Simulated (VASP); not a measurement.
# MgO (MgO (100), 4 layers) in VASP: single point with PBE

Aim: the single point of MgO (MgO (100), 4 layers) with PBE.

All numbers are computed with VASP 6.6.1; they aren't measurements. Logs are shortened: lines on timing, memory, paths and dates and some standing lists are left out, and cuts for length are marked.

### 1 The cell of the first run

The cell holds a slab with vacuum, 8 atoms: a = 3.008 Å, b = 3.008 Å, c = 22.381 Å, α = 90.00°, β = 90.00°, γ = 90.00°.

### 2 Single point, PBE

Input file INCAR:

```
ALGO = Normal
EDIFF = 1E-6
ENCUT = 520
GGA = PE
ISIF = 2
ISMEAR = -1
LASPH = True
LCHARG = False
LREAL = False
LWAVE = False
NBANDS = 26
NELM = 60
PREC = Accurate
SIGMA = 0.02
```

Input file KPOINTS:

```
k-points
0
Gamma
  10 10 1
```

Input file POSCAR:

```
MgO
1.0
    3.0079491114      0.0000000000      0.0000000000
    0.0000000000      3.0079491114      0.0000000000
    0.0000000000      0.0000000000     22.3808000000
Mg O
4 4
Direct
    0.0000000000      0.0000000000      0.3585462131
    0.5000000000      0.5000000000      0.4522504723
    0.0000000000      0.0000000000      0.5477495269
    0.5000000000      0.5000000000      0.6414537857
    0.5000000000      0.5000000000      0.3563276375
    0.0000000000      0.0000000000      0.4526719459
    0.5000000000      0.5000000000      0.5473280540
    0.0000000000      0.0000000000      0.6436723635
```

Potentials or basis: VASP PAW PBE potentials, release 64 (Mg, O).

Started as:

```bash
$ cat potpaw_PBE.64/Mg/POTCAR potpaw_PBE.64/O/POTCAR > POTCAR
$ mpirun -np 1 vasp_std > vasp.out
```

OUTCAR:

```text
EDIFF = 1E-6
   ENCUT = 520
   GGA = PE
   ISIF = 2
   ISMEAR = -1
   LASPH = True
   LREAL = False
   NELM = 60
   PREC = Accurate

 ion  position               nearest neighbor table
   1  0.000  0.000  0.359-   6 2.11   5 2.13   5 2.13   5 2.13   5 2.13   2 2.99   2 2.99   2 2.99
                             2 2.99
   2  0.500  0.500  0.452-   6 2.13   6 2.13   6 2.13   6 2.13   7 2.13   5 2.15   1 2.99   1 2.99
                             1 2.99   1 2.99   3 3.02   3 3.02   3 3.02   3 3.02
   3  0.000  0.000  0.548-   7 2.13   7 2.13   7 2.13   7 2.13   6 2.13   8 2.15   4 2.99   4 2.99
                             4 2.99   4 2.99   2 3.02   2 3.02   2 3.02   2 3.02
   4  0.500  0.500  0.641-   7 2.11   8 2.13   8 2.13   8 2.13   8 2.13   3 2.99   3 2.99   3 2.99
                             3 2.99
   5  0.500  0.500  0.356-   1 2.13   1 2.13   1 2.13   1 2.13   2 2.15
   6  0.000  0.000  0.453-   1 2.11   2 2.13   2 2.13   2 2.13   2 2.13   3 2.13
   7  0.500  0.500  0.547-   4 2.11   3 2.13   3 2.13   3 2.13   3 2.13   2 2.13
   8  0.000  0.000  0.644-   4 2.13   4 2.13   4 2.13   4 2.13   3 2.15

  LATTYP: Found a simple tetragonal cell.
 ALAT       =     3.0079491114
 C/A-ratio  =     7.4405514093

  Lattice vectors:

 A1 = (   3.0079491114,   0.0000000000,   0.0000000000)
 A2 = (   0.0000000000,   3.0079491114,   0.0000000000)
 A3 = (   0.0000000000,   0.0000000000,  22.3808000000)

Analysis of symmetry for initial positions (statically):
=====================================================================
 Subroutine PRICEL returns:
 Original cell was already a primitive cell.

 Routine SETGRP: Setting up the symmetry group for a
 simple tetragonal supercell.

 Subroutine GETGRP returns: Found 16 space group operations
 (whereof  8 operations were pure point group operations)
 out of a pool of 16 trial point group operations.

The static configuration has the point symmetry C_4v.
 The point group associated with its full space group is D_4h.

Analysis of symmetry for dynamics (positions and initial velocities):
=====================================================================
 Subroutine PRICEL returns:
 Original cell was already a primitive cell.

 Routine SETGRP: Setting up the symmetry group for a
 simple tetragonal supercell.

 Subroutine GETGRP returns: Found 16 space group operations
 (whereof  8 operations were pure point group operations)
 out of a pool of 16 trial point group operations.

The dynamic configuration has the point symmetry C_4v.
 The point group associated with its full space group is D_4h.

 Subroutine INISYM returns: Found 16 space group operations
[... 111 lines left out ...]
   ISIF   =      2    stress and relaxation
   ISYM   =      2    0-nonsym 1-usesym 2-fastsym
   POTIM  = 0.5000    time-step for ionic-motion
   TEBEG  =    0.0;   TEEND  =   0.0 temperature during run
   PSTRESS=    0.0 pullay stress
   NELECT =      32.0000    total number of electrons
   NUPDOWN=      -1.0000    fix difference up-down
   EMIN   =  10.00;   EMAX   =-10.00  energy-range for DOS
   EFERMI =   0.00;   METHOD = LEGACY
   ISMEAR =    -1;   SIGMA  =   0.02  broadening in eV -4-tet -1-fermi 0-gaus
   EFERMI_NEDOS =   21; number of points for ismear=-14 and -15
   IALGO  =     38    algorithm
   IMIX   =      4    mixing-type and parameters
     AMIX     =   0.40;   BMIX     =  1.00
     AMIX_MAG =   1.60;   BMIX_MAG =  1.00
  volume/ion in A,a.u.               =      25.31       170.81
  Fermi-wavevector in a.u.,A,eV,Ry     =   0.885087  1.672572 10.658518  0.783379
  Thomas-Fermi vector in A             =   2.006074
   LORBIT       =      0    0 simple, 1 ext, 2 COOP (PROOUT), +10 PAW based schemes
   GGA     = PE    functional components
   LHFCALC =     F    Hartree Fock is set to
   AEXX    =    0.0000 exact exchange contribution
   IVDW    =     0    specifies the selected vdW correction
   LEPSILON=     F    determine dielectric tensor
   LRPA    =     F    only Hartree local field effects (RPA)
 non-spin polarized calculation
  energy-cutoff  :      520.00
  volume of cell :      202.50
 maximum number of plane-waves:      5491
 NGX is ok and might be reduce to    24
   NGX = 11   NGY = 11   NGZ = 83

 number of electron      31.9999994 magnetization

 Free energy of the ion-electron system (eV)
  ---------------------------------------------------
  ext. energy  EPLUGINS =         0.00000000
  ---------------------------------------------------
  free energy    TOTEN  =       -46.62562035 eV

  energy without entropy =      -46.62562035  energy(sigma->0) =      -46.62562035

 E-fermi :  -1.6921     XC(G=0):  -4.8270

 val. band max:       -2.1101157718   @ k =   0.0000   0.0000   0.0000
 cond. band min:       1.3961050617   @ k =   0.0000   0.0000   0.0000
 fundamental gap:      3.5062208335
 Fermi energy:        -1.6921355936

 k-point     1 :       0.0000    0.0000    0.0000
  band No.  band energies     occupation
      1     -19.0192      2.00000
      2     -18.4647      2.00000
      3     -17.8848      2.00000
      4     -17.7064      2.00000
      5      -5.7038      2.00000
      6      -4.6892      2.00000
[... 598 lines left out ...]
     25       9.2109      0.00000
     26       9.2109      0.00000

------------------------ aborting loop because EDIFF is reached ----------------------------------------

  FORCE on cell =-STRESS in cart. coord.  units (eV):
  Direction    XX          YY          ZZ          XY          YZ          ZX
  --------------------------------------------------------------------------------------
  -------------------------------------------------------------------------------------
  Total       -4.0801052     -4.0801052     -0.2542407      0.0000000      0.0000000      0.0000000
  in kB      -32.2823668    -32.2823668     -2.0115882      0.0000000      0.0000000      0.0000000
  external PRESSURE =     -22.1921073 kB  Pullay stress =       0.0000000 kB

 VOLUME and BASIS-vectors are now :
 -----------------------------------------------------------------------------
  energy-cutoff  :      520.00
  volume of cell :      202.50
      direct lattice vectors                 reciprocal lattice vectors
     3.007949111  0.000000000  0.000000000     0.332452433  0.000000000  0.000000000
     0.000000000  3.007949111  0.000000000     0.000000000  0.332452433  0.000000000
     0.000000000  0.000000000 22.380800000     0.000000000  0.000000000  0.044681155

 POSITION                                       TOTAL-FORCE (eV/Angst)
 -----------------------------------------------------------------------------------
      0.00000      0.00000      8.02455        -0.000000      0.000000      0.023792
      1.50397      1.50397     10.12173         0.000000     -0.000000      0.004041
      0.00000      0.00000     12.25907        -0.000000      0.000000     -0.004041
      1.50397      1.50397     14.35625        -0.000000      0.000000     -0.023792
      1.50397      1.50397      7.97490        -0.000000      0.000000     -0.002164
      0.00000      0.00000     10.13116        -0.000000      0.000000      0.004780
      1.50397      1.50397     12.24964        -0.000000     -0.000000     -0.004780
      0.00000      0.00000     14.40590        -0.000000     -0.000000      0.002164
 -----------------------------------------------------------------------------------
    total drift:                                0.000000     -0.000000     -0.000027

  FREE ENERGIE OF THE ION-ELECTRON SYSTEM (eV)
  ---------------------------------------------------
  free  energy   TOTEN  =       -46.6256203498 eV

  energy  without entropy=      -46.6256203497  energy(sigma->0) =      -46.62562035
```

OSZICAR:

```text
N       E                     dE             d eps       ncg     rms          rms(c)
DAV:   1     0.247987989546E+03    0.24799E+03   -0.12978E+04  1092   0.989E+02
DAV:   2    -0.198585010309E+02   -0.26785E+03   -0.25173E+03  1676   0.238E+02
DAV:   3    -0.537065025217E+02   -0.33848E+02   -0.33587E+02  1426   0.915E+01
[... 15 lines left out ...]
DAV:  19    -0.466255789499E+02   -0.98867E-04   -0.13584E-05  1220   0.232E-02    0.463E-03
DAV:  20    -0.466256034033E+02   -0.24453E-04   -0.39178E-06  1218   0.112E-02    0.980E-04
DAV:  21    -0.466256132412E+02   -0.98379E-05   -0.62534E-07   894   0.486E-03    0.128E-03
DAV:  22    -0.466256198055E+02   -0.65643E-05   -0.40778E-07   876   0.278E-03    0.389E-04
DAV:  23    -0.466256203498E+02   -0.54425E-06   -0.90010E-08   890   0.166E-03
   1 F= -.46625620E+02 E0= -.46625620E+02  d E =-.300856E-10
```

stdout:

```text
POSCAR found type information on POSCAR MgO
 POSCAR found :  2 types and       8 ions
 scaLAPACK will be used
 LDA part: xc-table for (Slater+PW92), standard interpolation
 POSCAR, INCAR and KPOINTS ok, starting setup
 FFT: planning ... GRIDC
 FFT: planning ... GRID_SOFT
 FFT: planning ... GRID
 WAVECAR not read
 entering main loop
```

It took 60 s on 1 thread of Intel Xeon 6975P-C (Granite Rapids), shared host; peak memory 0.33 GiB.

Results:

```
Free energy            : -46.6256 eV
Largest force          : 0.024 eV/Å
Band gap on the k mesh : 3.51 eV, direct
```

Forces in eV/Å, atoms in the order of the input:
```
Mg   0.000  0.000  0.024
Mg   0.000  0.000  0.004
Mg   0.000  0.000 -0.004
Mg   0.000  0.000 -0.024
O    0.000  0.000 -0.002
O    0.000  0.000  0.005
O    0.000  0.000 -0.005
O    0.000  0.000  0.002
```
